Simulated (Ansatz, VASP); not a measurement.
# Sb: VASP beside Ansatz

```xyz
2
Lattice="2.1542 1.2437 3.7580 -2.1542 1.2437 3.7580 0.0000 -2.4875 3.7580" Properties=species:S:1:pos:R:3 pbc="T T T"
Sb    0.0000    0.0000    8.6416
Sb    0.0000    0.0000    2.6324
```

Alike in both runs: task single point; functional PBE; k mesh 8 × 8 × 8; occupations gaussian, width 0.011 eV; no spin polarisation.

|  | VASP | Ansatz |
| --- | --- | --- |
| version | VASP 6.6.1 | Ansatz 0.2.0 |
| potentials or method | VASP PAW PBE potentials, release 64 (Sb), cutoff 520 eV | all-electron LAPW, scalar-relativistic |

VASP gave:

```
gap on the k mesh at the Fermi level (eV)                     : none
pressure (GPa)                                                : 2.8
traceless stress, the component that is largest in VASP (GPa) : -0.50
rms of the force components (eV/Å)                            : 0.107
```

Q: Estimate Ansatz's values.

A: gap on the k mesh at the Fermi level (eV): none; pressure (GPa): 2.7; traceless stress, the component that is largest in VASP (GPa): -0.47; rms of the force components (eV/Å): 0.081.

Atom by atom the forces differ by 0.025 eV/Å (rms over components). A gap of «none» marks a metal or a gap that the smearing closes. Ansatz ran all-electron here, and VASP with PAW potentials.

Neither program's run includes spin-orbit coupling.
